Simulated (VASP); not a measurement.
Crystal: Hf.

```
Hf
1.0
     4.96233    0.00000    0.00000
    -2.48116    4.29750    0.00000
     0.00000    0.00000    3.08623
Hf
3
Cartesian
  2.4812 1.4325 1.5431
  0.0000 2.8650 1.5431
  0.0000 0.0000 0.0000
```

- Program: VASP 6.6.1
- Task: relaxation of cell and atoms
- Functional: PBE
- Dispersion: D3(BJ)
- Potentials or basis: VASP PAW PBE potentials, release 64 (Hf_pv)
- Cutoff: 600 eV
- k mesh: 12 × 12 × 14
- Occupations: gaussian, width 0.1 eV
- Spin: no spin polarisation

At the start: pressure -2.0 GPa; volume 21.94 Å³/atom.

Problem. How do energy, volume and symmetry change on relaxing?

Solution. Over 3 steps the energy falls by 2.6 meV/atom and the volume is 21.54 Å³/atom (-1.8 %); space group P6/mmm (No. 191, to 0.05 Å).

The path:
```csv
step,energy change (eV),largest force (eV/Å),pressure (GPa),volume (Å³)
1,0.0000,0.0000,-2.05,65.82
2,0.0038,0.0000,2.66,63.18
3,-0.0079,0.0000,0.00,64.61
```

Final structure:
```yaml
crystal:
  lattice:
    - [4.93273, 0.00000, 0.00000]
    - [-2.46636, 4.27187, 0.00000]
    - [0.00000, 0.00000, 3.06632]
  atoms:
    - { symbol: Hf, position: [0.66667, 0.33333, 0.50000] }
    - { symbol: Hf, position: [0.33333, 0.66667, 0.50000] }
    - { symbol: Hf, position: [0.00000, 0.00000, 0.00000] }
```

Caveat: pairwise dispersion overbinds metals, which lowers pressure and volume.
